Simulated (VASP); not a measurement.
# Pd (Pm-3m) in VASP: notebook

The runs below take Pd through single point, relaxation of cell and atoms, with PBE.

Program: VASP 6.6.1. These are calculated values, not measurements. Logs are shortened: lines on timing, memory, paths and dates and some standing lists are left out, and cuts for length are marked.

## (1) The cell of the first run

The structure is cubic, space group Pm-3m (No. 221). The conventional cell has a = 2.505 Å, b = 2.505 Å, c = 2.505 Å, α = 90.00°, β = 90.00°, γ = 90.00°. Pd (site symmetry m-3m) has 6 Pd at 2.50 Å within 3.3 Å.

## (2) Single point, PBE

INCAR reads:

```
PREC = Accurate ; ENCUT = 520
EDIFF = 1E-7 ; ISMEAR = -1
SIGMA = 0.08 ; LREAL = False
LASPH = True ; NELM = 60
ALGO = Normal ; ISIF = 2
LWAVE = False ; LCHARG = True
GGA = PE ; LELF = True
LVHAR = True ; NBANDS = 11
```

KPOINTS reads:

```
regular mesh
0
Gamma
  15 15 15
```

POSCAR reads:

```
Pd
1.0
    2.5045667846      0.0000000000      0.0000000000
    0.0000000000      2.5045667846      0.0000000000
    0.0000000000      0.0000000000      2.5045667846
Pd
1
Direct
    0.0000000000      0.0000000000      0.0000000000
```

Potentials or basis: VASP PAW PBE potentials, release 64 (Pd).

Run with:

```bash
cat potpaw_PBE.64/Pd/POTCAR > POTCAR
mpirun -np 1 vasp_std > vasp.out
```

OUTCAR:

```text
PREC = Accurate
   ENCUT = 520
   EDIFF = 1E-7
   ISMEAR = -1
   LREAL = False
   LASPH = True
   NELM = 60
   ISIF = 2
   GGA = PE

 ion  position               nearest neighbor table
   1  0.000  0.000  0.000-

  LATTYP: Found a simple cubic cell.
 ALAT       =     2.5045667846

  Lattice vectors:

 A1 = (   2.5045667846,   0.0000000000,   0.0000000000)
 A2 = (   0.0000000000,   2.5045667846,   0.0000000000)
 A3 = (   0.0000000000,   0.0000000000,   2.5045667846)

Analysis of symmetry for initial positions (statically):
=====================================================================
 Subroutine PRICEL returns:
 Original cell was already a primitive cell.

 Routine SETGRP: Setting up the symmetry group for a
 simple cubic supercell.

 Subroutine GETGRP returns: Found 48 space group operations
 (whereof 48 operations were pure point group operations)
 out of a pool of 48 trial point group operations.

The static configuration has the point symmetry O_h .

Analysis of symmetry for dynamics (positions and initial velocities):
=====================================================================
 Subroutine PRICEL returns:
 Original cell was already a primitive cell.

 Routine SETGRP: Setting up the symmetry group for a
 simple cubic supercell.

 Subroutine GETGRP returns: Found 48 space group operations
 (whereof 48 operations were pure point group operations)
 out of a pool of 48 trial point group operations.

The dynamic configuration has the point symmetry O_h .

 Subroutine INISYM returns: Found 48 space group operations
 (whereof 48 operations are pure point group operations),
 and found     1 'primitive' translations

----------------------------------------------------------------------------------------

                                     Primitive cell

  volume of cell :      15.7108

  direct lattice vectors                    reciprocal lattice vectors
     2.504566785  0.000000000  0.000000000     0.399270647  0.000000000  0.000000000
     0.000000000  2.504566785  0.000000000     0.000000000  0.399270647  0.000000000
     0.000000000  0.000000000  2.504566785     0.000000000  0.000000000  0.399270647

  length of vectors
     2.504566785  2.504566785  2.504566785     0.399270647  0.399270647  0.399270647

  position of ions in fractional coordinates (direct lattice)
     0.000000000  0.000000000  0.000000000

  ion indices of the primitive-cell ions
   primitive index   ion index
                 1           1

----------------------------------------------------------------------------------------

 KPOINTS: regular mesh

Automatic generation of k-mesh.
 Grid dimensions read from file:
 generate k-points for:   15   15   15

 Generating k-lattice:

  Cartesian coordinates                     Fractional coordinates (reciprocal lattice)
     0.026618043  0.000000000  0.000000000     0.066666667  0.000000000  0.000000000
     0.000000000  0.026618043  0.000000000     0.000000000  0.066666667  0.000000000
     0.000000000  0.000000000  0.026618043     0.000000000  0.000000000  0.066666667

  Length of vectors
     0.026618043  0.026618043  0.026618043

  Shift w.r.t. Gamma in fractional coordinates (k-lattice)
     0.000000000  0.000000000  0.000000000

 Subroutine IBZKPT returns following result:
 ===========================================

 Found    120 irreducible k-points:

 Following reciprocal coordinates:
            Coordinates               Weight
  0.000000  0.000000  0.000000      1.000000
  0.066667  0.000000  0.000000      6.000000
  0.133333  0.000000  0.000000      6.000000
  0.200000  0.000000  0.000000      6.000000
  0.266667  0.000000  0.000000      6.000000
  0.333333  0.000000  0.000000      6.000000
[... 16 lines left out ...]
  0.266667  0.200000  0.000000     24.000000
  0.333333  0.200000  0.000000     24.000000
 [... further k-points ...]
   k-points           NKPTS =    120   k-points in BZ     NKDIM =    120   number of bands    NBANDS=     11
   number of dos      NEDOS =    301   number of ions     NIONS =      1
   total plane-waves  NPLWV =   8000
   dimension x,y,z NGX =    20 NGY =   20 NGZ =   20
   dimension x,y,z NGXF=    40 NGYF=   40 NGZF=   40
   ions per type =               1
   NGX,Y,Z   is equivalent  to a cutoff of  13.28, 13.28, 13.28 a.u.
   NGXF,Y,Z  is equivalent  to a cutoff of  26.55, 26.55, 26.55 a.u.
 SYSTEM =  unknown system
   PREC   = accura    normal or accurate (medium, high low for compatibility)
   ISTART =      0    job   : 0-new  1-cont  2-samecut
   ICHARG =      2    charge: 1-file 2-atom 10-const
   ISPIN  =      1    spin polarized calculation?
   LNONCOLLINEAR =      F non collinear calculations
   LSORBIT =      F    spin-orbit coupling
   LASPH  =      T    aspherical Exc in radial PAW
   ENCUT  =  520.0 eV  38.22 Ry    6.18 a.u.   4.66  4.66  4.66*2*pi/ulx,y,z
   NELM   =     60;   NELMIN=  2; NELMDL= -5     # of ELM steps
   EDIFF  = 0.1E-06   stopping-criterion for ELM
   LREAL  =      F    real-space projection
   EDIFFG = 0.1E-05   stopping-criterion for IOM
   NSW    =      0    number of steps for IOM
   IBRION =     -1    ionic relax: 0-MD 1-quasi-New 2-CG
   NFREE  =      0    steps in history (QN), initial steepest desc. (CG)
   ISIF   =      2    stress and relaxation
   ISYM   =      2    0-nonsym 1-usesym 2-fastsym
   POTIM  = 0.5000    time-step for ionic-motion
   TEBEG  =    0.0;   TEEND  =   0.0 temperature during run
   PSTRESS=    0.0 pullay stress
   NELECT =      10.0000    total number of electrons
   NUPDOWN=      -1.0000    fix difference up-down
   EMIN   =  10.00;   EMAX   =-10.00  energy-range for DOS
   EFERMI =   0.00;   METHOD = LEGACY
   ISMEAR =    -1;   SIGMA  =   0.08  broadening in eV -4-tet -1-fermi 0-gaus
   EFERMI_NEDOS =   21; number of points for ismear=-14 and -15
   IALGO  =     38    algorithm
   IMIX   =      4    mixing-type and parameters
     AMIX     =   0.40;   BMIX     =  1.00
     AMIX_MAG =   1.60;   BMIX_MAG =  1.00
  volume/ion in A,a.u.               =      15.71       106.02
  Fermi-wavevector in a.u.,A,eV,Ry     =   1.408236  2.661181 26.982116  1.983130
  Thomas-Fermi vector in A             =   2.530415
   LORBIT       =      0    0 simple, 1 ext, 2 COOP (PROOUT), +10 PAW based schemes
   GGA     = PE    functional components
   LHFCALC =     F    Hartree Fock is set to
   AEXX    =    0.0000 exact exchange contribution
   IVDW    =     0    specifies the selected vdW correction
   LEPSILON=     F    determine dielectric tensor
   LRPA    =     F    only Hartree local field effects (RPA)
 non-spin polarized calculation
  energy-cutoff  :      520.00
  volume of cell :       15.71
 maximum number of plane-waves:       445
 NGX is ok and might be reduce to    20
   NGX =  9   NGY =  9   NGZ =  9

 number of electron      10.0000000 magnetization

 number of electron       9.9999999 magnetization

 Free energy of the ion-electron system (eV)
  ---------------------------------------------------
  ext. energy  EPLUGINS =         0.00000000
  ---------------------------------------------------
  free energy    TOTEN  =        -4.60581972 eV

  energy without entropy =       -4.57942170  energy(sigma->0) =       -4.59262071

 E-fermi :   9.0613     XC(G=0): -12.6598

 val. band max:        9.0565400131   @ k =   0.2667   0.2667   0.1333
 cond. band min:       9.0614729451   @ k =   0.3333   0.0667   0.0667
 fundamental gap:      0.0049329320
 Fermi energy:         9.0613250254

 k-point     1 :       0.0000    0.0000    0.0000
  band No.  band energies     occupation
      1       2.2562      2.00000
      2       3.6897      2.00000
      3       3.6897      2.00000
      4       9.1028      0.74641
      5       9.1028      0.74641
      6       9.1028      0.74640
      7      26.4257      0.00000
      8      26.4257      0.00000
      9      26.4257      0.00000
     10      33.4810      0.00000
     11      33.5163      0.00000

 k-point     2 :       0.0667    0.0000    0.0000
  band No.  band energies     occupation
      1       2.3832      2.00000
      2       3.7129      2.00000
      3       3.7999      2.00000
      4       9.0066      1.32950
      5       9.0066      1.32950
      6       9.1104      0.70253
      7      25.4616      0.00000
      8      26.6432      0.00000
      9      26.6432      0.00000
     10      33.0460      0.00000
     11      33.5187      0.00000

 k-point     3 :       0.1333    0.0000    0.0000
  band No.  band energies     occupation
      1       2.7229      2.00000
      2       3.7789      2.00000
      3       4.1543      2.00000
      4       8.7435      1.96306
      5       8.7435      1.96306
      6       9.1320      0.58500
      7      23.4897      0.00000
      8      27.2649      0.00000
      9      27.2649      0.00000
     10      32.0165      0.00000
     11      33.4625      0.00000

 k-point     4 :       0.2000    0.0000    0.0000
  band No.  band energies     occupation
      1       3.1668      2.00000
      2       3.8781      2.00000
      3       4.8069      2.00000
      4       8.3772      1.99961
      5       8.3772      1.99961
      6       9.1640      0.43404
      7      21.3428      0.00000
      8      28.2123      0.00000
      9      28.2123      0.00000
     10      30.8048      0.00000
     11      33.2964      0.00000
[... 239 lines left out ...]
 k-point    22 :       0.2000    0.2000    0.0000
  band No.  band energies     occupation
      1       3.8507      2.00000
      2       4.7709      2.00000
      3       5.2098      2.00000
      4       7.8229      2.00000
      5       8.3921      1.99953
      6       8.5405      1.99703
      7      22.1916      0.00000
      8      23.0773      0.00000
      9      30.0086      0.00000
     10      30.9444      0.00000
     11      35.4490      0.00000

 k-point    23 :       0.2667    0.2000    0.0000
  band No.  band energies     occupation
      1       4.1008      2.00000
      2       5.0078      2.00000
      3       5.7955      2.00000
      4       7.8841      2.00000
      5       8.0725      1.99999
      6       8.5324      1.99731
      7      20.3288      0.00000
      8      23.6381      0.00000
      9      30.3810      0.00000
     10      31.1838      0.00000
     11      35.2619      0.00000

 k-point    24 :       0.3333    0.2000    0.0000
  band No.  band energies     occupation
      1       4.3182      2.00000
      2       5.1302      2.00000
      3       6.0708      2.00000
      4       7.7362      2.00000
      5       8.5762      1.99536
      6       8.6737      1.98438
      7      18.3106      0.00000
      8      24.5709      0.00000
      9      29.7081      0.00000
     10      32.4874      0.00000
     11      33.4179      0.00000

 [... further k-points ...]
[... 5 lines left out ...]
  --------------------------------------------------------------------------------------
  -------------------------------------------------------------------------------------
  Total        2.0982267      2.0982267      2.0982267     -0.0000000     -0.0000000     -0.0000000
  in kB      213.9760368    213.9760368    213.9760368     -0.0000000     -0.0000000     -0.0000000
  external PRESSURE =     213.9760368 kB  Pullay stress =       0.0000000 kB

 VOLUME and BASIS-vectors are now :
 -----------------------------------------------------------------------------
  energy-cutoff  :      520.00
  volume of cell :       15.71
      direct lattice vectors                 reciprocal lattice vectors
     2.504566785  0.000000000  0.000000000     0.399270647  0.000000000  0.000000000
     0.000000000  2.504566785  0.000000000     0.000000000  0.399270647  0.000000000
     0.000000000  0.000000000  2.504566785     0.000000000  0.000000000  0.399270647

 POSITION                                       TOTAL-FORCE (eV/Angst)
 -----------------------------------------------------------------------------------
      0.00000      0.00000      0.00000         0.000000      0.000000      0.000000
 -----------------------------------------------------------------------------------
    total drift:                               -0.000000      0.000000      0.000000

  FREE ENERGIE OF THE ION-ELECTRON SYSTEM (eV)
  ---------------------------------------------------
  free  energy   TOTEN  =        -4.6058197195 eV

  energy  without entropy=       -4.5794216995  energy(sigma->0) =       -4.59262071
```

Wall time 17 s (1 thread of Intel Xeon Platinum 8259CL at 2.50GHz (Skylake/Cascade Lake), shared host); peak memory 0.14 GiB.

What came out:

- Free energy: -4.6058 eV
- Pressure: 21.4 GPa
- Band gap on the k mesh: zero (band 5 reaches 10.47 eV, above the bottom of band 6 at 8.26 eV)

Levels at points of the mesh, in eV from the Fermi level:
| k point | band 1 | band 2 | band 3 | band 4 | band 5 | band 6 | band 7 | band 8 | band 9 | band 10 |
| --- | --- | --- | --- | --- | --- | --- | --- | --- | --- | --- |
| (0.00, 0.00, 0.00) | -6.81 | -5.37 | -5.37 | 0.04 | 0.04 | 0.04 | 17.36 | 17.36 | 17.36 | 24.42 |

(Part 1 of 2 ends here.)
